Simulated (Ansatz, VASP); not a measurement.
**TiAl2: VASP beside Ansatz**

```
CELL_PARAMETERS angstrom
1.99233 -6.16051 0.00000
1.99233 6.16051 0.00000
0.00000 0.00000 3.84356
ATOMIC_POSITIONS crystal
Ti 0.65606 0.34394 0.00000
Ti 0.34394 0.65606 0.00000
Al 0.00000 0.00000 0.00000
Al 0.82698 0.17302 0.50000
Al 0.17302 0.82698 0.50000
Al 0.50000 0.50000 0.50000
```

Change from the starting cell: volume 15.725 Å^3 an atom, stretch along c over the lengths across it, relative to the relaxed cell 0.9480.

Alike in both runs: task single point; functional LDA; k mesh 12 × 12 × 12; occupations gaussian, width 0.15 eV; no spin polarisation.

```csv
,VASP,Ansatz
version,VASP 6.6.1,Ansatz 0.2.0
potentials or method,"VASP PAW LDA potentials, release 64 (Ti_sv, Al), cutoff 520 eV","scalar-relativistic, plane waves, PAW"
valence electrons in the cell,36,36
```

```tsv
	VASP	Ansatz	Ansatz less VASP
gap on the k mesh at the Fermi level (eV)	none	none	-
pressure (GPa)	-4.2	-4.4	-0.17
traceless stress, the component that is largest in VASP (GPa)	4.31	4.31	+0.005
rms of the force components (eV/Å)	0.056	0.058	+0.0014
```

Ansatz warns that its potentials were made for another functional, while VASP's fit it. LDA's correlation is that of Perdew and Zunger in VASP and of Perdew and Wang (1992) in Ansatz. Atom by atom the forces differ by 0.002 eV/Å (rms over components). A gap of «none» marks a metal or a gap that the smearing closes.
